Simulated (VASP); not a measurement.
A run of VASP 6.6.1:

File INCAR:

```
PREC = Accurate
ENCUT = 520
EDIFF = 1E-7
ISMEAR = -1
SIGMA = 0.05
LREAL = F
LASPH = T
NELM = 80
ALGO = Normal
ISIF = 2
LWAVE = F
LCHARG = T
GGA = PE
LELF = T
LVHAR = T
NBANDS = 41
```

The input KPOINTS:

```
Automatic mesh
0
Gamma
  9 9 2
```

Contents of POSCAR:

```
ZnMo2Se4
1.0
    3.3133697913      0.0000000000      0.0000000000
   -1.6566848957      2.8694624114      0.0000000000
    0.0000000000      0.0000000000     17.8754050200
Mo Se Zn
2 4 1
Direct
    0.6666666667      0.3333333333      0.2392630000
    0.0000000000      0.0000000000      0.7732790000
    0.0000000000      0.0000000000      0.3332870000
    0.6666666667      0.3333333333      0.6788960000
    0.6666666667      0.3333333333      0.8669470000
    0.0000000000      0.0000000000      0.1453890000
    0.0000000000      0.0000000000      0.5199400000
```

Potentials or basis: VASP PAW PBE potentials, release 64 (Mo_sv, Se, Zn).

The run is started by

```sh
$ cat potpaw_PBE.64/Mo_sv/POTCAR potpaw_PBE.64/Se/POTCAR potpaw_PBE.64/Zn/POTCAR > POTCAR
$ mpirun -np 1 vasp_std > vasp.out
```

Hardware: 1 thread of Oxide Virtual Turin-like Processor, with other jobs on the host.

Problem. How long does it take, and how much memory?

Solution. Run time: 6.5 min on 1 thread of Oxide Virtual Turin-like Processor, with other jobs on the host, peak memory 0.37 GiB. Counts: scf iterations 18, k points 24.
